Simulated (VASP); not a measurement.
Set up this calculation in VASP 6.6.1, as the native input.

* Task: single point
* Functional: PBE
* Potentials or basis: VASP PAW PBE potentials, release 64 (B, P)
* Cutoff: 520 eV
* k mesh: 10 × 10 × 10
* Occupations: gaussian, width 0.05 eV
* Spin: no spin polarisation
* Dipole correction: no
* Further INCAR settings: ALGO = Normal; EDIFF = 1e-06; NBANDS = 11

The structure of BP lies in POSCAR:

```
BP
1.0
    0.0000000000      2.3423764231      2.2741518671
    2.3423764231      0.0000000000      2.2741518671
    2.3423764231      2.3423764231      0.0000000000
B P
1 1
Direct
    0.0000000000      0.0000000000      0.0000000000
    0.7500000000      0.7500000000      0.7500000000
```

This cell differs from its parent crystal: strain +0.030 along x and y, +0.000 along z.

The input as run:

INCAR

```
ALGO = Normal ; EDIFF = 1E-6
ENCUT = 520 ; GGA = PE
ISIF = 2 ; ISMEAR = 0
LASPH = True ; LCHARG = False
LREAL = False ; LWAVE = False
NBANDS = 11 ; NELM = 80
PREC = Accurate ; SIGMA = 0.05
```

KPOINTS

```
k-points
0
Gamma
  10 10 10
```

Potentials or basis: VASP PAW PBE potentials, release 64 (B, P).

Launch:

```console
$ cat potpaw_PBE.64/B/POTCAR potpaw_PBE.64/P/POTCAR > POTCAR
$ mpirun -np 1 vasp_std > vasp.out
```

Results of the run:

```json
{
  "Pressure": "-8.7 GPa",
  "Band gap on the k mesh": "0.90 eV, indirect (least direct gap 3.02 eV)"
}
```

Caveat: the cell differs from its parent crystal (strain +0.030 along x and y, +0.000 along z).

Run time: 8.5 s on 1 thread of Intel(R) Xeon(R) 6975P-C (Granite Rapids) (shared host), peak memory 0.15 GiB.
